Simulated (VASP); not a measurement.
Here is a VASP 6.6.1 calculation.

File INCAR:

```
ALGO = Normal ; EDIFF = 1E-6
ENCUT = 500 ; GGA = PE
GGA_COMPAT = False ; ISIF = 2
ISMEAR = -1 ; LASPH = True
LCHARG = False ; LREAL = False
LWAVE = False ; NBANDS = 12
NELM = 120 ; PREC = Accurate
SIGMA = 0.03
```

The input KPOINTS:

```
k-points
0
Gamma
  5 5 5
```

The input POSCAR:

```
AlCl
1.0
    0.0000000000      2.8486347600      2.8486347600
    2.8486347600      0.0000000000      2.8486347600
    2.8486347600      2.8486347600      0.0000000000
Al Cl
1 1
Direct
    0.5000000000      0.5000000000      0.5000000000
    0.0000000000      0.0000000000      0.0000000000
```

Potentials or basis: VASP PAW PBE potentials, release 64 (Al, Cl).

Command:

```bash
$ cat potpaw_PBE.64/Al/POTCAR potpaw_PBE.64/Cl/POTCAR > POTCAR
$ mpirun -np 1 vasp_std > vasp.out
```

**Question.** Predict the pressure.

**Answer.** 5.3 GPa.

**Question.** Predict the band gap on the k mesh.

**Answer.** 1.59 eV (least direct gap 1.69 eV).

Caveat: the cell stands under pressure; an odd mesh through Γ misses points on the zone boundary, where band edges can lie.
